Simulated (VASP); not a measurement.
# BeSe (F-43m) in VASP: dielectric tensor with PBE

Aim: the dielectric tensor of BeSe with PBE.

All numbers are computed with VASP 6.6.1; they aren't measurements. Logs are shortened: lines on timing, memory, paths and dates and some standing lists are left out, and cuts for length are marked.

**1. The cell of the first run**

Symmetry: F-43m, No. 216, cubic system. Conventional cell: a = 5.070 Å, b = 5.070 Å, c = 5.070 Å, α = 90.00°, β = 90.00°, γ = 90.00°. Be (site symmetry -43m) has 4 Se at 2.20 Å within 2.9 Å. Se (site symmetry -43m) has 4 Be at 2.20 Å within 2.9 Å.

**2. Dielectric tensor, PBE**

Contents of INCAR:

```
ALGO = Normal
EDIFF = 1E-8
ENCUT = 520
GGA = PE
GGA_COMPAT = F
ISIF = 2
ISMEAR = 0
LASPH = T
LCHARG = F
LEPSILON = T
LREAL = F
LWAVE = F
NELM = 120
PREC = Accurate
SIGMA = 0.01
```

Contents of KPOINTS:

```
k-points
0
Gamma
  6 6 6
```

Contents of POSCAR:

```
BeSe
1.0
    0.0000000000      2.5350000000      2.5350000000
    2.5350000000      0.0000000000      2.5350000000
    2.5350000000      2.5350000000      0.0000000000
Be Se
1 1
Direct
    0.0000000000      0.0000000000      0.0000000000
    0.2500000000      0.2500000000      0.2500000000
```

Potentials or basis: VASP PAW PBE potentials, release 64 (Be, Se).

The run is started by

```
cat potpaw_PBE.64/Be/POTCAR potpaw_PBE.64/Se/POTCAR > POTCAR
mpirun -np 1 vasp_std > vasp.out
```

OUTCAR:

```text
EDIFF = 1E-8
   ENCUT = 520
   GGA = PE
   ISIF = 2
   ISMEAR = 0
   LASPH = T
   LEPSILON = T
   LREAL = F
   NELM = 120
   PREC = Accurate

 ion  position               nearest neighbor table
   1  0.000  0.000  0.000-   2 2.20   2 2.20   2 2.20   2 2.20
   2  0.250  0.250  0.250-   1 2.20   1 2.20   1 2.20   1 2.20

  LATTYP: Found a face centered cubic cell.
 ALAT       =     5.0700000000

  Lattice vectors:

 A1 = (   0.0000000000,   2.5350000000,   2.5350000000)
 A2 = (   2.5350000000,   0.0000000000,   2.5350000000)
 A3 = (   2.5350000000,   2.5350000000,   0.0000000000)

Analysis of symmetry for initial positions (statically):
=====================================================================
 Subroutine PRICEL returns:
 Original cell was already a primitive cell.

 Routine SETGRP: Setting up the symmetry group for a
 face centered cubic supercell.

 Subroutine GETGRP returns: Found 24 space group operations
 (whereof 24 operations were pure point group operations)
 out of a pool of 48 trial point group operations.

The static configuration has the point symmetry T_d .

Analysis of symmetry for dynamics (positions and initial velocities):
=====================================================================
 Subroutine PRICEL returns:
 Original cell was already a primitive cell.

 Routine SETGRP: Setting up the symmetry group for a
 face centered cubic supercell.

 Subroutine GETGRP returns: Found 24 space group operations
 (whereof 24 operations were pure point group operations)
 out of a pool of 48 trial point group operations.

The dynamic configuration has the point symmetry T_d .

 Subroutine INISYM returns: Found 24 space group operations
 (whereof 24 operations are pure point group operations),
 and found     1 'primitive' translations

----------------------------------------------------------------------------------------

                                     Primitive cell

[... 318 lines left out ...]
  volume of cell :       32.58
      direct lattice vectors                 reciprocal lattice vectors
     0.000000000  2.535000000  2.535000000    -0.197238659  0.197238659  0.197238659
     2.535000000  0.000000000  2.535000000     0.197238659 -0.197238659  0.197238659
     2.535000000  2.535000000  0.000000000     0.197238659  0.197238659 -0.197238659

 POSITION                                       TOTAL-FORCE (eV/Angst)
 -----------------------------------------------------------------------------------
      0.00000      0.00000      0.00000         0.000000     -0.000000      0.000000
      1.26750      1.26750      1.26750        -0.000000      0.000000     -0.000000
 -----------------------------------------------------------------------------------
    total drift:                                0.000000      0.000000      0.000000

  FREE ENERGIE OF THE ION-ELECTRON SYSTEM (eV)
  ---------------------------------------------------
  free  energy   TOTEN  =        -8.8183453543 eV

  energy  without entropy=       -8.8183453543  energy(sigma->0) =       -8.81834535

 HEAD OF MICROSCOPIC STATIC DIELECTRIC TENSOR (INDEPENDENT PARTICLE, excluding Hartree and local field effects)
 ------------------------------------------------------
           6.795885    -0.000000     0.000000
           0.000000     6.795885    -0.000000
           0.000000    -0.000000     6.795885
 ------------------------------------------------------

 Free energy of the ion-electron system (eV)
  ---------------------------------------------------
  ---------------------------------------------------
  free energy    TOTEN  =        -0.53607805 eV

  energy without entropy =       -0.53607805

------------------------ aborting loop because EDIFF is reached ----------------------------------------

--------------------------------------- Ionic step        2  -------------------------------------------

------------------------ aborting loop because EDIFF is reached ----------------------------------------

--------------------------------------- Ionic step        3  -------------------------------------------

 Free energy of the ion-electron system (eV)
  ---------------------------------------------------
  ---------------------------------------------------
  free energy    TOTEN  =        -0.53607768 eV

  energy without entropy =       -0.53607768

------------------------ aborting loop because EDIFF is reached ----------------------------------------

 PIEZOELECTRIC TENSOR FIELD DIRECTION 3  (e Angst)
 -----------------------------------------------------------------------------
    -0.00032 -1.20380  0.00000           (  0.00000  0.05179  0.00000)
    -1.20380 -0.00032  0.00000           (  0.05179  0.00000  0.00000)
     0.00000  0.00000 -0.00021           (  0.00000  0.00000  0.00000)

 PIEZOELECTRIC TENSOR FIELD DIRECTION 3  (C/m^2)
 -----------------------------------------------------------------------------
    -0.00016 -0.59197  0.00000
    -0.59197 -0.00016  0.00000
     0.00000  0.00000 -0.00010

 MACROSCOPIC STATIC DIELECTRIC TENSOR (including local field effects in DFT)
 ------------------------------------------------------
           6.379390     0.000000     0.000000
           0.000000     6.379390     0.000000
           0.000000     0.000000     6.379390
 ------------------------------------------------------

 PIEZOELECTRIC TENSOR (including local field effects)  for field in x, y, z        (e  Angst)
          XX          YY          ZZ          XY          YZ          ZX
  --------------------------------------------------------------------------------
  x    -0.00000    -0.00000    -0.00000     0.00000    -1.20841     0.00000
  y     0.00000     0.00000     0.00000     0.00000     0.00000    -1.20841
  z    -0.00000     0.00000     0.00000    -1.20841     0.00000     0.00000

 PIEZOELECTRIC TENSOR (including local field effects)  for field in x, y, z        (C/m^2)
          XX          YY          ZZ          XY          YZ          ZX
  --------------------------------------------------------------------------------
  x    -0.00000    -0.00000    -0.00000     0.00000    -0.59424     0.00000
  y     0.00000     0.00000     0.00000     0.00000     0.00000    -0.59424
  z    -0.00000     0.00000     0.00000    -0.59424     0.00000     0.00000

 BORN EFFECTIVE CHARGES (including local field effects) (in |e|, cummulative output)
 ---------------------------------------------------------------------------------
 ion    1
    1     1.51993     0.00000     0.00000
    2     0.00000     1.51993    -0.00000
    3     0.00000     0.00000     1.51993
 ion    2
    1    -1.51993     0.00000     0.00000
    2     0.00000    -1.51993     0.00000
    3    -0.00000     0.00000    -1.51993
```

Wall time 73 s (1 thread of Intel Xeon 6975P-C, shared host); peak memory 0.18 GiB.

What came out:

* Band gap on the k mesh: 2.52 eV, indirect (least direct gap 4.69 eV)
* Electronic dielectric tensor (diagonal): 6.38
* Born charges (mean of the diagonal): Be +1.52; Se -1.52 e

Electronic dielectric tensor:
```
6.38 0.00 0.00
0.00 6.38 0.00
0.00 0.00 6.38
```

Born effective charge tensors (e):
atom 1, Be
```
1.52 0.00 0.00
0.00 1.52 0.00
0.00 0.00 1.52
```
atom 2, Se
```
-1.52  0.00  0.00
 0.00 -1.52  0.00
 0.00  0.00 -1.52
```

A k mesh can miss the band edges. PBE gaps usually lie below the measured ones, often by a third to a half.
